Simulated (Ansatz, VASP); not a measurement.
Zr in VASP and in Ansatz

```
Zr
1.0
     3.14397    0.00000    0.00000
    -1.57198    2.72275    0.00000
     0.00000    0.00000    5.08946
Zr
2
Direct
  0.33333 0.66667 0.25000
  0.66667 0.33333 0.75000
```

Alike in both runs: functional LDA; k mesh 11 × 11 × 6; occupations fermi-dirac, width 0.1 eV; no spin polarisation.

Ansatz relaxed the structure, and its values are those at the end. VASP's run is a single point on that final structure, the one shown.

|  | VASP | Ansatz |
| --- | --- | --- |
| version | VASP 6.6.1 | Ansatz 0.2.0 |
| potentials or method | VASP PAW LDA potentials, release 64 (Zr_sv), cutoff 520 eV | plane waves (420 eV) with PAW, scalar-relativistic |
| valence electrons in the cell | 24 | 24 |

```csv
,VASP,Ansatz,Ansatz less VASP
pressure (GPa),0.1,0.0,-0.10
```

Ansatz warns that its potentials were made for another functional, while VASP's fit it. LDA's correlation is that of Perdew and Zunger in VASP and of Perdew and Wang (1992) in Ansatz.
